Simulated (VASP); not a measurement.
Input of a VASP 6.6.1 run:

The input INCAR:

```
SYSTEM = Zr2C3
PREC     = Accurate       ! precision mode
ENCUT    = 520            ! plane-wave cutoff, eV
EDIFF    = 1E-7           ! SCF threshold, eV
ISMEAR   = 0              ! smearing method
SIGMA    = 0.1            ! smearing width, eV
LREAL    = .FALSE.        ! projectors in reciprocal space
LASPH    = .TRUE.         ! aspherical terms in the spheres
NELM     = 100            ! most SCF steps
ALGO     = Normal         ! electronic algorithm
ISIF     = 2              ! what is computed and relaxed
LWAVE    = .FALSE.        ! write WAVECAR
LCHARG   = .TRUE.         ! write CHGCAR
GGA      = PE             ! functional
LELF     = .TRUE.         ! ELF
LVHAR    = .TRUE.       
NBANDS   = 26             ! bands
```

The input KPOINTS:

```
regular mesh
0
G
  6 6 4
  0 0 0
```

File POSCAR:

```
Zr2C3
1.0
    3.1514315691      0.0000000000      0.0000000000
   -1.5757157845      2.7292197971      0.0000000000
    0.0000000000      0.0000000000      6.7555625981
Zr C
2 3
Direct
    0.3333333333      0.6666666667      0.1967315447
    0.6666666667      0.3333333333      0.8032684553
    0.0000000000      0.0000000000      0.0000000000
    0.3333333333      0.6666666667      0.5405597255
    0.6666666667      0.3333333333      0.4594402745
```

Potentials or basis: VASP PAW PBE potentials, release 64 (Zr_sv, C).

Launch:

```console
$ cat potpaw_PBE.64/Zr_sv/POTCAR potpaw_PBE.64/C/POTCAR > POTCAR
$ mpirun -np 1 vasp_std > vasp.out
```

Predict the pressure.

0.3 GPa.

What does it give for the band gap on the k mesh?

Zero (bands 18 and 19 overlap by 0.89 eV).

Estimate the largest force.

0.011 eV/Å.

Stress tensor (GPa, compression positive):
```
0.23 0.00 0.00
0.00 0.23 0.00
0.00 0.00 0.44
```

Caveat: the k points lie up to 0.38 Å⁻¹ apart, too coarse for converged energies and pressures of a metal.
